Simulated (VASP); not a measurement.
TePb, 2 atoms in the cell. It takes space group Pm-3m (No. 221, cubic). The conventional cell has a = 3.975 Å, b = 3.975 Å, c = 3.975 Å, α = 90.00°, β = 90.00°, γ = 90.00°. Within 4.5 Å of Pb (site symmetry m-3m) lie 8 Te at 3.44 Å and 6 Pb at 3.98 Å. Within 4.5 Å of Te (site symmetry m-3m) lie 8 Pb at 3.44 Å and 6 Te at 3.98 Å.  This cell differs from its parent crystal: volume scaled by 0.98.

* Program: VASP 6.6.1
* Task: single point
* Functional: PBE
* Potentials or basis: VASP PAW PBE potentials, release 64 (Pb_d, Te)
* Cutoff: 520 eV
* k mesh: 7 × 7 × 7
* Occupations: fermi-dirac, width 0.05 eV
* Spin: no spin polarisation
* Dipole correction: no
* Further INCAR settings: ALGO = Normal; EDIFF = 1e-06; NBANDS = 17

Potentials or basis: VASP PAW PBE potentials, release 64 (Pb_d, Te).

Run with:

```console
$ cat potpaw_PBE.64/Pb_d/POTCAR potpaw_PBE.64/Te/POTCAR > POTCAR
$ mpirun -np 1 vasp_std > vasp.out
```

Hardware: 1 thread of Intel Xeon 6975P-C (shared host).

Question: Estimate the wall time of this run.

Answer: Run time: 37 s on 1 thread of Intel Xeon 6975P-C, on a shared host, peak memory 0.17 GiB. Counts: scf iterations 15, k points 20.
